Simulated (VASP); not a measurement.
A run of VASP 6.6.1 is set up as follows.

File POSCAR:

```
GaAs
1.0
    0.0000000000      2.8611372657      2.8611372657
    2.8611372657      0.0000000000      2.8611372657
    2.8611372657      2.8611372657      0.0000000000
Ga As
1 1
Direct
    0.0000000000      0.0000000000      0.0000000000
    0.2500000000      0.2500000000      0.2500000000
```

Contents of INCAR.step1:

```
SYSTEM = GaAs
ALGO = Normal ; EDIFF = 1E-4
ENCUT = 520 ; GGA = PE
ISMEAR = 0 ; LASPH = .TRUE.
LCHARG = .FALSE. ; LREAL = .FALSE.
LWAVE = .TRUE. ; NBANDS = 16
NELM = 100 ; PREC = Accurate
SIGMA = 0.01
```

The input INCAR.step2:

```
SYSTEM = GaAs
ALGO = Normal ; EDIFF = 1E-6
ENCUT = 520 ; ISIF = 2
ISMEAR = 0 ; ISTART = 1
LASPH = .TRUE. ; LCHARG = .FALSE.
LMIXTAU = .TRUE. ; LREAL = .FALSE.
LWAVE = .FALSE. ; METAGGA = R2SCAN
NBANDS = 16 ; NELM = 100
PREC = Accurate ; SIGMA = 0.01
```

Contents of KPOINTS:

```
k-points
0
G
  6 6 6
  0 0 0
```

Potentials or basis: VASP PAW PBE potentials, release 64 (Ga_d, As).

The run is started by

```console
$ cat potpaw_PBE.64/Ga_d/POTCAR potpaw_PBE.64/As/POTCAR > POTCAR
$ cp INCAR.step1 INCAR
$ mpirun -np 1 vasp_std > vasp.out
$ cp INCAR.step2 INCAR
$ mpirun -np 1 vasp_std > vasp.out
```

Question: Predict the pressure.

Answer: -1.9 GPa.

Question: Predict the band gap on the k mesh.

Answer: 0.71 eV, direct.

Caveat: the PAW data sets were made with another functional, which shifts forces and pressure a little.
